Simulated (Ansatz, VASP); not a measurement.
## LiCl in VASP and in Ansatz

File INCAR:

```
PREC = Accurate
ENCUT = 600
EDIFF = 1E-7
ISMEAR = 0
SIGMA = 0.02
LREAL = F
LASPH = T
NELM = 100
ALGO = Normal
ISIF = 3
LWAVE = F
LCHARG = F
GGA = PE
IBRION = 2
NSW = 65
EDIFFG = -0.01
```

The input KPOINTS:

```
Automatic mesh
0
Gamma
  9 9 6
```

Contents of POSCAR:

```
LiCl
1.0
    3.6417967620      0.0000000000      0.0000000000
   -1.8208983810      3.1538885114      0.0000000000
    0.0000000000      0.0000000000      5.9470288134
Li Cl
2 2
Direct
    0.0000000000      0.0000000000      0.0000000000
    0.0000000000      0.0000000000      0.5000000000
    0.3333333333      0.6666666667      0.2500000000
    0.6666666667      0.3333333333      0.7500000000
```

Input for Ansatz:

```yaml
crystal:
  lattice:
    - [3.641796762, 0.0, 0.0]
    - [-1.820898381, 3.1538885114, 0.0]
    - [0.0, 0.0, 5.9470288134]
  atoms:
    - { symbol: Li, position: [0.0, 0.0, 0.0] }
    - { symbol: Cl, position: [0.3333333333, 0.6666666667, 0.25] }
    - { symbol: Li, position: [0.0, 0.0, 0.5] }
    - { symbol: Cl, position: [0.6666666667, 0.3333333333, 0.75] }
basis:
  ecutwfc: 420
kpoints:
  mp_grid: { grid: [9, 9, 6] }
hamiltonian:
  xc: pbe
scf:
  occupations: { method: gaussian, width: 0.02 }
output:
  forces: true
  stress: true
  eigenvalues: true
  populations: true
relax:
  adjacent_minimum: "off"
  f_tol: 0.01
  max_steps: 45
  cell: { stress_tol: 0.05 }
```

Alike in both runs: task relaxation of cell and atoms; functional PBE; k mesh 9 × 9 × 6; occupations gaussian, width 0.02 eV; no spin polarisation.

```csv
,VASP,Ansatz
version,VASP 6.6.1,Ansatz 0.2.0
potentials or method,"VASP PAW PBE potentials, release 64 (Li_sv, Cl), cutoff 600 eV","scalar-relativistic, plane waves, PAW"
valence electrons in the cell,20,20
```

|  | VASP | Ansatz | Ansatz less VASP |
| --- | --- | --- | --- |
| gap on the k mesh at the Fermi level, each at its own relaxed structure (eV) | 6.26 | 6.22 | -0.039 |
| relaxed volume (Å³/atom) | 16.98 | 17.05 | +0.076 |
| relaxed cell length with the largest relative difference (Å) | 6.062 | 6.073 | +0.0103 |

Noted on VASP's run: the cutoff is short for stress, so the pressure is rough.
